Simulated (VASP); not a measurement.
# Ta4N3 (P4mm) in VASP: single point with PBEsol

Aim: the single point of Ta4N3 with PBEsol.

Program: VASP 6.6.1. These are calculated values, not measurements. Logs are shortened: lines on timing, memory, paths and dates and some standing lists are left out, and cuts for length are marked.

## 1. The cell of the first run

The structure is tetragonal, space group P4mm (No. 99). The conventional cell has a = 4.357 Å, b = 4.357 Å, c = 9.295 Å, α = 90.00°, β = 90.00°, γ = 90.00°. Ta (site symmetry 2mm) has 4 N at 2.14 to 2.18 Å within 2.8 Å. Ta (site symmetry 2mm) has 3 N at 2.14 to 2.18 Å within 2.8 Å. Ta (site symmetry 4mm) has 5 N at 2.18 to 2.23 Å within 2.9 Å. Within 2.9 Å of Ta (site symmetry 4mm) lie 5 N at 2.18 to 2.23 Å. Within 2.9 Å of Ta (site symmetry 4mm) lie 4 N at 2.18 Å. Within 2.9 Å of Ta (site symmetry 4mm) lie 5 N at 2.18 to 2.23 Å. N (site symmetry 2mm) has 6 Ta at 2.14 to 2.18 Å within 2.8 Å. Within 2.8 Å of N (site symmetry 2mm) lie 5 Ta at 2.14 to 2.18 Å.

## 2. Single point, PBEsol

Input file INCAR:

```
ALGO     = Normal         # electronic algorithm
EDIFF    = 1E-6           # SCF threshold, eV
ENCUT    = 520            # plane-wave cutoff, eV
GGA      = PS             # functional
ISIF     = 2              # what is computed and relaxed
ISMEAR   = 0              # smearing method
LASPH    = True           # aspherical terms in the spheres
LCHARG   = False          # write CHGCAR
LREAL    = False          # projectors in reciprocal space
LWAVE    = False          # write WAVECAR
NBANDS   = 72             # bands
NELM     = 60             # most SCF steps
PREC     = Accurate       # precision mode
SIGMA    = 0.15           # smearing width, eV
```

Input file KPOINTS:

```
k-points
0
Gamma
  9 9 5
```

Input file POSCAR:

```
Ta4N3
1.0
   -4.3571443853      0.0000000000      0.0000000000
    0.0000000000     -4.3571443853      0.0000000000
    0.0000000000      0.0000000000      9.2953519637
Ta N
8 6
Direct
    0.5000000000      0.0000000000      0.5696072723
    0.0000000000      0.5000000000      0.1099500158
    0.0000000000      0.0000000000      0.8093219738
    0.5000000000      0.5000000000      0.3496647173
    0.5000000000      0.0000000000      0.1099500158
    0.0000000000      0.5000000000      0.5696072723
    0.5000000000      0.5000000000      0.7895498272
    1.0000000000      1.0000000000      0.3298925707
    0.5000000000      1.0000000000      0.3397786440
    0.0000000000      0.5000000000      0.7994359005
    0.0000000000      0.0000000000      0.5696072723
    0.5000000000      0.5000000000      0.1099500158
    1.0000000000      0.5000000000      0.3397786440
    0.5000000000      0.0000000000      0.7994359005
```

Potentials or basis: VASP PAW PBE potentials, release 64 (Ta_pv, N).

The run is started by

```console
$ cat potpaw_PBE.64/Ta_pv/POTCAR potpaw_PBE.64/N/POTCAR > POTCAR
$ mpirun -np 1 vasp_std > vasp.out
```

OUTCAR:

```text
EDIFF = 1E-6
   ENCUT = 520
   GGA = PS
   ISIF = 2
   ISMEAR = 0
   LASPH = True
   LREAL = False
   NELM = 60
   PREC = Accurate

 ion  position               nearest neighbor table
   1  0.500  0.000  0.570-  14 2.14   9 2.14  11 2.18  11 2.18   7 2.99   7 2.99   4 2.99   4 2.99
                             6 3.08   6 3.08   6 3.08   6 3.08   3 3.12   3 3.12   8 3.12   8 3.12
   2  0.000  0.500  0.110-  13 2.14  12 2.18  12 2.18   8 2.99   8 2.99   5 3.08   5 3.08   5 3.08
                             5 3.08   4 3.12   4 3.12   3 3.54   3 3.54
   3  0.000  0.000  0.809-  10 2.18  14 2.18  10 2.18  14 2.18  11 2.23   7 3.09   7 3.09   7 3.09
                             7 3.09   1 3.12   6 3.12   1 3.12   6 3.12   5 3.54   2 3.54   2 3.54
   4  0.500  0.500  0.350-   9 2.18  13 2.18   9 2.18  13 2.18  12 2.23   1 2.99   6 2.99   6 2.99
                             1 2.99   8 3.09   8 3.09   8 3.09   8 3.09   5 3.12   2 3.12   5 3.12
   5  0.500  0.000  0.110-   9 2.14  12 2.18  12 2.18   8 2.99   8 2.99   2 3.08   2 3.08   2 3.08
                             2 3.08   4 3.12   4 3.12   3 3.54   3 3.54
   6  0.000  0.500  0.570-  10 2.14  13 2.14  11 2.18  11 2.18   7 2.99   7 2.99   4 2.99   4 2.99
                             1 3.08   1 3.08   1 3.08   1 3.08   3 3.12   3 3.12   8 3.12   8 3.12
   7  0.500  0.500  0.790-  10 2.18  14 2.18  14 2.18  10 2.18   1 2.99   1 2.99   6 2.99   6 2.99
                             3 3.09   3 3.09   3 3.09   3 3.09
   8  0.000  0.000  0.330-   9 2.18  13 2.18  13 2.18   9 2.18  11 2.23   2 2.99   5 2.99   5 2.99
                             2 2.99   4 3.09   4 3.09   4 3.09   4 3.09   1 3.12   6 3.12   6 3.12
   9  0.500  0.000  0.340-   5 2.14   1 2.14   4 2.18   8 2.18   4 2.18   8 2.18
  10  0.000  0.500  0.799-   6 2.14   3 2.18   7 2.18   3 2.18   7 2.18
  11  0.000  0.000  0.570-   1 2.18   6 2.18   6 2.18   1 2.18   3 2.23   8 2.23
  12  0.500  0.500  0.110-   2 2.18   5 2.18   5 2.18   2 2.18   4 2.23
  13  0.000  0.500  0.340-   2 2.14   6 2.14   4 2.18   8 2.18   8 2.18   4 2.18
  14  0.500  0.000  0.799-   1 2.14   3 2.18   7 2.18   7 2.18   3 2.18

  LATTYP: Found a simple tetragonal cell.
 ALAT       =     4.3571443853
 C/A-ratio  =     2.1333587189

  Lattice vectors:

 A1 = (  -4.3571443853,   0.0000000000,   0.0000000000)
 A2 = (   0.0000000000,  -4.3571443853,   0.0000000000)
 A3 = (   0.0000000000,   0.0000000000,   9.2953519637)

Analysis of symmetry for initial positions (statically):
=====================================================================
 Subroutine PRICEL returns:
 Original cell was already a primitive cell.

 Routine SETGRP: Setting up the symmetry group for a
 simple tetragonal supercell.

 Subroutine GETGRP returns: Found  8 space group operations
 (whereof  8 operations were pure point group operations)
 out of a pool of 16 trial point group operations.

The static configuration has the point symmetry C_4v.
[... 160 lines left out ...]
  Thomas-Fermi vector in A             =   2.551291
   LORBIT       =      0    0 simple, 1 ext, 2 COOP (PROOUT), +10 PAW based schemes
   GGA     = PS    functional components
   LHFCALC =     F    Hartree Fock is set to
   AEXX    =    0.0000 exact exchange contribution
   IVDW    =     0    specifies the selected vdW correction
   LEPSILON=     F    determine dielectric tensor
   LRPA    =     F    only Hartree local field effects (RPA)
 non-spin polarized calculation
 Gauss-broadening in eV      SIGMA  =   0.15
  energy-cutoff  :      520.00
  volume of cell :      176.47
 maximum number of plane-waves:      4798
   NGX = 17   NGY = 17   NGZ = 35

 number of electron     118.0000040 magnetization

 Free energy of the ion-electron system (eV)
  ---------------------------------------------------
  ext. energy  EPLUGINS =         0.00000000
  ---------------------------------------------------
  free energy    TOTEN  =      -164.53071872 eV

  energy without entropy =     -164.46102053  energy(sigma->0) =     -164.49586962

 E-fermi :   7.3661     XC(G=0): -12.9150

 val. band max:        7.3635166347   @ k =   0.4444   0.1111   0.2000
 cond. band min:       7.3687767438   @ k =   0.4444   0.3333   0.0000
 fundamental gap:      0.0052601091
 Fermi energy:         7.3660561556

 k-point     1 :       0.0000    0.0000    0.0000
  band No.  band energies     occupation
      1     -28.5407      2.00000
      2     -28.5407      2.00000
      3     -28.4474      2.00000
      4     -28.3432      2.00000
      5     -28.3432      2.00000
      6     -28.1875      2.00000
[... 1765 lines left out ...]
     70       9.5801      0.00000
     71       9.7427      0.00000

 [... further k-points ...]

 [bands above 71 left out]

------------------------ aborting loop because EDIFF is reached ----------------------------------------

  FORCE on cell =-STRESS in cart. coord.  units (eV):
  Direction    XX          YY          ZZ          XY          YZ          ZX
  --------------------------------------------------------------------------------------
  -------------------------------------------------------------------------------------
  Total       -9.7143746     -9.7143746    -12.4076863      0.0000000      0.0000000      0.0000000
  in kB      -88.1973809    -88.1973809   -112.6501167      0.0000000      0.0000000      0.0000000
  external PRESSURE =     -96.3482929 kB  Pullay stress =       0.0000000 kB

 VOLUME and BASIS-vectors are now :
 -----------------------------------------------------------------------------
  energy-cutoff  :      520.00
  volume of cell :      176.47
      direct lattice vectors                 reciprocal lattice vectors
    -4.357144385  0.000000000  0.000000000    -0.229508116  0.000000000  0.000000000
     0.000000000 -4.357144385  0.000000000     0.000000000 -0.229508116  0.000000000
     0.000000000  0.000000000  9.295351964     0.000000000  0.000000000  0.107580649

 POSITION                                       TOTAL-FORCE (eV/Angst)
 -----------------------------------------------------------------------------------
     -2.17857      0.00000      5.29470        -0.000000     -0.000000      0.174882
      0.00000     -2.17857      1.02202         0.000000      0.000000      0.083172
      0.00000      0.00000      7.52293         0.000000     -0.000000      0.457424
     -2.17857     -2.17857      3.25026         0.000000      0.000000     -0.903841
     -2.17857      0.00000      1.02202         0.000000     -0.000000      0.083172
      0.00000     -2.17857      5.29470         0.000000     -0.000000      0.174882
     -2.17857     -2.17857      7.33914         0.000000     -0.000000      0.468517
      0.00000      0.00000      3.06647        -0.000000     -0.000000     -0.483105
     -2.17857      0.00000      3.15836         0.000000     -0.000000     -0.848023
      0.00000     -2.17857      7.43104         0.000000     -0.000000      1.439622
      0.00000      0.00000      5.29470         0.000000     -0.000000     -0.331187
     -2.17857     -2.17857      1.02202         0.000000      0.000000     -0.907115
      0.00000     -2.17857      3.15836         0.000000     -0.000000     -0.848023
     -2.17857      0.00000      7.43104         0.000000     -0.000000      1.439622
 -----------------------------------------------------------------------------------
    total drift:                               -0.000000     -0.000000     -0.000425

  FREE ENERGIE OF THE ION-ELECTRON SYSTEM (eV)
  ---------------------------------------------------
  free  energy   TOTEN  =      -164.5307187189 eV

  energy  without entropy=     -164.4610205301  energy(sigma->0) =     -164.49586962
```

Wall time 14 min (1 thread of Oxide Virtual Turin-like, shared host); peak memory 0.48 GiB.

Results:

```
Free energy            : -164.5307 eV
Pressure               : -9.6 GPa
Largest force          : 1.440 eV/Å
Band gap on the k mesh : zero (band 59 reaches 8.61 eV, above the bottom of band 60 at 6.65 eV)
```

Forces in eV/Å, atoms in the order of the input:
```
Ta   0.000  0.000  0.175
Ta   0.000  0.000  0.083
Ta   0.000  0.000  0.457
Ta   0.000  0.000 -0.904
Ta   0.000  0.000  0.083
Ta   0.000  0.000  0.175
Ta   0.000  0.000  0.469
Ta   0.000  0.000 -0.483
N    0.000  0.000 -0.848
N    0.000  0.000  1.440
N    0.000  0.000 -0.331
N    0.000  0.000 -0.907
N    0.000  0.000 -0.848
N    0.000  0.000  1.440
```

Caveat: the PAW data sets were made with another functional, which shifts forces and pressure a little; spin-orbit coupling is left out, which moves the levels of the heavy elements.
